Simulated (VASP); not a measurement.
# Ta (Im-3m) in VASP: notebook

Runs on Ta. Level: PBEsol. Tasks: single point, relaxation of cell and atoms.

All numbers are computed with VASP 6.6.1; they aren't measurements. Logs are shortened: lines on timing, memory, paths and dates and some standing lists are left out, and cuts for length are marked.

### 1 The cell of the first run

Symmetry: Im-3m, No. 229, cubic system. The conventional cell has a = 3.282 Å, b = 3.282 Å, c = 3.282 Å, α = 90.00°, β = 90.00°, γ = 90.00°. Within 3.7 Å of Ta (site symmetry m-3m) lie 14 Ta at 2.84 to 3.28 Å.

### 2 Single point, PBEsol

Contents of INCAR:

```
PREC = Accurate
ENCUT = 520
EDIFF = 1E-7
ISMEAR = -1
SIGMA = 0.05
LREAL = F
LASPH = T
NELM = 60
ALGO = Normal
ISIF = 2
LWAVE = F
LCHARG = F
GGA = PS
NBANDS = 12
```

Contents of KPOINTS:

```
Automatic mesh
0
Gamma
  22 22 22
```

Contents of POSCAR:

```
Ta
1.0
   -1.6407840415      1.6407840415      1.6407840415
    1.6407840415     -1.6407840415      1.6407840415
    1.6407840415      1.6407840415     -1.6407840415
Ta
1
Direct
    0.0000000000      0.0000000000      0.0000000000
```

Potentials or basis: VASP PAW PBE potentials, release 64 (Ta_pv).

Command:

```bash
$ cat potpaw_PBE.64/Ta_pv/POTCAR > POTCAR
$ mpirun -np 1 vasp_std > vasp.out
```

OUTCAR:

```text
PREC = Accurate
   ENCUT = 520
   EDIFF = 1E-7
   ISMEAR = -1
   LREAL = F
   LASPH = T
   NELM = 60
   ISIF = 2
   GGA = PS

 ion  position               nearest neighbor table
   1  0.000  0.000  0.000-

  LATTYP: Found a body centered cubic cell.
 ALAT       =     3.2815680830

  Lattice vectors:

 A1 = (  -1.6407840415,   1.6407840415,   1.6407840415)
 A2 = (   1.6407840415,  -1.6407840415,   1.6407840415)
 A3 = (   1.6407840415,   1.6407840415,  -1.6407840415)

Analysis of symmetry for initial positions (statically):
=====================================================================
 Subroutine PRICEL returns:
 Original cell was already a primitive cell.

 Routine SETGRP: Setting up the symmetry group for a
 body centered cubic supercell.

 Subroutine GETGRP returns: Found 48 space group operations
 (whereof 48 operations were pure point group operations)
 out of a pool of 48 trial point group operations.

The static configuration has the point symmetry O_h .

Analysis of symmetry for dynamics (positions and initial velocities):
=====================================================================
 Subroutine PRICEL returns:
 Original cell was already a primitive cell.

 Routine SETGRP: Setting up the symmetry group for a
 body centered cubic supercell.

 Subroutine GETGRP returns: Found 48 space group operations
 (whereof 48 operations were pure point group operations)
 out of a pool of 48 trial point group operations.

The dynamic configuration has the point symmetry O_h .

 Subroutine INISYM returns: Found 48 space group operations
 (whereof 48 operations are pure point group operations),
 and found     1 'primitive' translations

----------------------------------------------------------------------------------------

                                     Primitive cell

  volume of cell :      17.6691

  direct lattice vectors                    reciprocal lattice vectors
    -1.640784041  1.640784041  1.640784041     0.000000000  0.304732364  0.304732364
     1.640784041 -1.640784041  1.640784041     0.304732364  0.000000000  0.304732364
     1.640784041  1.640784041 -1.640784041     0.304732364  0.304732364  0.000000000

  length of vectors
     2.841921324  2.841921324  2.841921324     0.430956642  0.430956642  0.430956642

  position of ions in fractional coordinates (direct lattice)
     0.000000000  0.000000000  0.000000000

  ion indices of the primitive-cell ions
   primitive index   ion index
                 1           1

[... 72 lines left out ...]
   LREAL  =      F    real-space projection
   EDIFFG = 0.1E-05   stopping-criterion for IOM
   NSW    =      0    number of steps for IOM
   IBRION =     -1    ionic relax: 0-MD 1-quasi-New 2-CG
   NFREE  =      0    steps in history (QN), initial steepest desc. (CG)
   ISIF   =      2    stress and relaxation
   ISYM   =      2    0-nonsym 1-usesym 2-fastsym
   POTIM  = 0.5000    time-step for ionic-motion
   TEBEG  =    0.0;   TEEND  =   0.0 temperature during run
   PSTRESS=    0.0 pullay stress
   NELECT =      11.0000    total number of electrons
   NUPDOWN=      -1.0000    fix difference up-down
   EMIN   =  10.00;   EMAX   =-10.00  energy-range for DOS
   EFERMI =   0.00;   METHOD = LEGACY
   ISMEAR =    -1;   SIGMA  =   0.05  broadening in eV -4-tet -1-fermi 0-gaus
   EFERMI_NEDOS =   21; number of points for ismear=-14 and -15
   IALGO  =     38    algorithm
   IMIX   =      4    mixing-type and parameters
     AMIX     =   0.40;   BMIX     =  1.00
     AMIX_MAG =   1.60;   BMIX_MAG =  1.00
  volume/ion in A,a.u.               =      17.67       119.24
  Fermi-wavevector in a.u.,A,eV,Ry     =   1.397873  2.641596 26.586440  1.954048
  Thomas-Fermi vector in A             =   2.521086
   LORBIT       =      0    0 simple, 1 ext, 2 COOP (PROOUT), +10 PAW based schemes
   GGA     = PS    functional components
   LHFCALC =     F    Hartree Fock is set to
   AEXX    =    0.0000 exact exchange contribution
   IVDW    =     0    specifies the selected vdW correction
   LEPSILON=     F    determine dielectric tensor
   LRPA    =     F    only Hartree local field effects (RPA)
 non-spin polarized calculation
  energy-cutoff  :      520.00
  volume of cell :       17.67
 maximum number of plane-waves:       490
 NGX is ok and might be reduce to    24
   NGX = 11   NGY = 11   NGZ = 11

 number of electron      11.0000002 magnetization

 Free energy of the ion-electron system (eV)
  ---------------------------------------------------
  ext. energy  EPLUGINS =         0.00000000
  ---------------------------------------------------
  free energy    TOTEN  =       -12.55584851 eV

  energy without entropy =      -12.54475537  energy(sigma->0) =      -12.55030194

 E-fermi :   5.4700     XC(G=0): -12.8270

 val. band max:        5.4692831895   @ k =   0.2273   0.0000   0.0000
 cond. band min:       5.4734674290   @ k =   0.3182   0.0455   0.0000
 fundamental gap:      0.0041842395
 Fermi energy:         5.4699773058

 k-point     1 :       0.0000    0.0000    0.0000
  band No.  band energies     occupation
      1     -27.4723      2.00000
      2     -27.4723      2.00000
      3     -27.4723      2.00000
      4      -2.5265      2.00000
      5       6.1959      0.00000
      6       6.1959      0.00000
      7       6.1959      0.00000
      8       9.5349      0.00000
      9       9.5349      0.00000
     10      20.2046      0.00000
     11      20.6080      0.00000
     12      20.6080      0.00000
[... 331 lines left out ...]
 k-point    24 :       0.1364    0.0909    0.0000
  band No.  band energies     occupation
      1     -27.9201      2.00000
      2     -27.5891      2.00000
      3     -27.5071      2.00000
      4      -0.8948      2.00000
      5       5.3507      1.83135
      6       5.4876      0.82606
      7       8.0005      0.00000
      8       8.5763      0.00000
      9       9.8072      0.00000
     10      20.2015      0.00000
     11      21.7809      0.00000
     12      22.6785      0.00000

 [... further k-points ...]
[... 5 lines left out ...]
  --------------------------------------------------------------------------------------
  -------------------------------------------------------------------------------------
  Total        0.0196862      0.0196862      0.0196862     -0.0000000     -0.0000000      0.0000000
  in kB        1.7850846      1.7850846      1.7850846     -0.0000000     -0.0000000      0.0000000
  external PRESSURE =       1.7850846 kB  Pullay stress =       0.0000000 kB

 VOLUME and BASIS-vectors are now :
 -----------------------------------------------------------------------------
  energy-cutoff  :      520.00
  volume of cell :       17.67
      direct lattice vectors                 reciprocal lattice vectors
    -1.640784041  1.640784041  1.640784041     0.000000000  0.304732364  0.304732364
     1.640784041 -1.640784041  1.640784041     0.304732364  0.000000000  0.304732364
     1.640784041  1.640784041 -1.640784041     0.304732364  0.304732364  0.000000000

 POSITION                                       TOTAL-FORCE (eV/Angst)
 -----------------------------------------------------------------------------------
      0.00000      0.00000      0.00000        -0.000000     -0.000000      0.000000
 -----------------------------------------------------------------------------------
    total drift:                               -0.000000      0.000000      0.000000

  FREE ENERGIE OF THE ION-ELECTRON SYSTEM (eV)
  ---------------------------------------------------
  free  energy   TOTEN  =       -12.5558485064 eV

  energy  without entropy=      -12.5447553747  energy(sigma->0) =      -12.55030194
```

It took 97 s on 1 thread of AMD EPYC 7R43 (Zen 3), shared host; peak memory 0.16 GiB.

What came out:

```yaml
Free_energy: -12.5558 eV
Pressure: 0.2 GPa
```

Caveat: the PAW data sets were made with another functional, which shifts forces and pressure a little; spin-orbit coupling is left out, which moves the levels of the heavy elements.

### 3 Single point, PBEsol

Contents of INCAR:

```
SYSTEM = Ta
  PREC = Accurate
  ENCUT = 520
  EDIFF = 1E-6
  ISMEAR = -1
  SIGMA = 0.05
  LREAL = .False.
  LASPH = .True.
  NELM = 60
  ALGO = Normal
  ISIF = 2
  LWAVE = .False.
  LCHARG = .False.
  GGA = PS
  NBANDS = 12
```

Contents of KPOINTS:

```
regular mesh
0
Gamma
  22 22 22
  0 0 0
```

POSCAR is that of step 2.

Potentials or basis: VASP PAW PBE potentials, release 64 (Ta_pv).

Command:

```bash
$ cat potpaw_PBE.64/Ta_pv/POTCAR > POTCAR
$ mpirun -np 1 vasp_std > vasp.out
```

Wall time 90 s (1 thread of AMD EPYC 7R43 (Zen 3), shared host); peak memory 0.16 GiB.

It converged, with:

```
Free energy : -12.5558 eV
Pressure    : 0.2 GPa
```

Levels at points of the mesh, in eV from the Fermi level:
| k point | band 4 | band 5 | band 6 | band 7 | band 8 | band 9 |
| --- | --- | --- | --- | --- | --- | --- |
| (0.00, 0.00, 0.00) | -8.00 | 0.73 | 0.73 | 0.73 | 4.06 | 4.06 |
| (0.50, 0.00, 0.00) | -4.47 | -1.61 | 1.71 | 3.96 | 5.01 | 8.00 |
| (0.50, 0.50, 0.50) | -3.92 | -3.92 | 7.01 | 7.01 | 7.01 | 8.84 |

Caveat: the PAW data sets were made with another functional, which shifts forces and pressure a little; spin-orbit coupling is left out, which moves the levels of the heavy elements.

### 4 Relaxation of cell and atoms, PBEsol

This run uses another cell than the first one, of 18.06 Å³/atom, 1.022 times its volume.

Contents of INCAR:

```
PREC = Accurate ; ENCUT = 600
EDIFF = 1E-7 ; ISMEAR = -1
SIGMA = 0.05 ; LREAL = F
LASPH = T ; NELM = 80
ALGO = Normal ; ISIF = 3
LWAVE = F ; LCHARG = F
GGA = PS ; IBRION = 2
NSW = 100 ; EDIFFG = -0.003
```

Contents of KPOINTS:

```
Automatic mesh
0
Gamma
  22 22 22
```

Contents of POSCAR:

```
Ta
1.0
   -1.6529000000      1.6529000000      1.6529000000
    1.6529000000     -1.6529000000      1.6529000000
    1.6529000000      1.6529000000     -1.6529000000
Ta
1
Direct
    0.0000000000      0.0000000000      0.0000000000
```

Command:

```bash
$ cat potpaw_PBE.64/Ta_pv/POTCAR > POTCAR
$ mpirun -np 1 vasp_std > vasp.out
```

Wall time 2.9 min (1 thread of AMD EPYC 7R43 (Zen 3), shared host); peak memory 0.17 GiB.

The run converged. Its results:

```yaml
Free_energy: -12.5561 eV
Relaxed_volume: 17.68 Å³/atom
Relaxed_cell: a = 2.843 Å, b = 2.843 Å, c = 2.843 Å, α = 109.47°, β = 109.47°, γ = 109.47°
Space_group_after_relaxing_to_0.05_Å: Im-3m (No. 229)
Energy_gained_by_relaxing: 5.0 meV/atom
Ionic_steps: 4
Pressure_after_relaxing: 0.0 GPa
```

Step by step:
| step | energy change (eV) | largest force (eV/Å) | pressure (GPa) | volume (Å³) |
| --- | --- | --- | --- | --- |
| 1 | 0.0000 | 0.0000 | -4.19 | 18.06 |
| 2 | 0.0221 | 0.0000 | 10.89 | 16.86 |
| 3 | -0.0050 | 0.0000 | -0.07 | 17.69 |
| 4 | -0.0050 | 0.0000 | 0.02 | 17.68 |

Final structure:
```
Ta
1.0
    -1.64127    1.64127    1.64127
     1.64127   -1.64127    1.64127
     1.64127    1.64127   -1.64127
Ta
1
Direct
  0.00000 0.00000 0.00000
```

Levels at points of the mesh, in eV from the Fermi level:
| k point | band 2 | band 3 | band 4 | band 5 | band 6 | band 7 | band 8 | band 9 |
| --- | --- | --- | --- | --- | --- | --- | --- | --- |
| (0.00, 0.00, 0.00) | -32.95 | -32.95 | -7.99 | 0.73 | 0.73 | 0.73 | 4.06 | 4.06 |
| (0.50, 0.00, 0.00) | -33.35 | -32.95 | -4.47 | -1.60 | 1.70 | 3.95 | 5.00 | 8.00 |
| (0.50, 0.50, 0.50) | -33.82 | -33.82 | -3.92 | -3.92 | 7.00 | 7.00 | 7.00 | 8.84 |

Caveat: the PAW data sets were made with another functional, which shifts forces and pressure a little; spin-orbit coupling is left out, which moves the levels of the heavy elements.
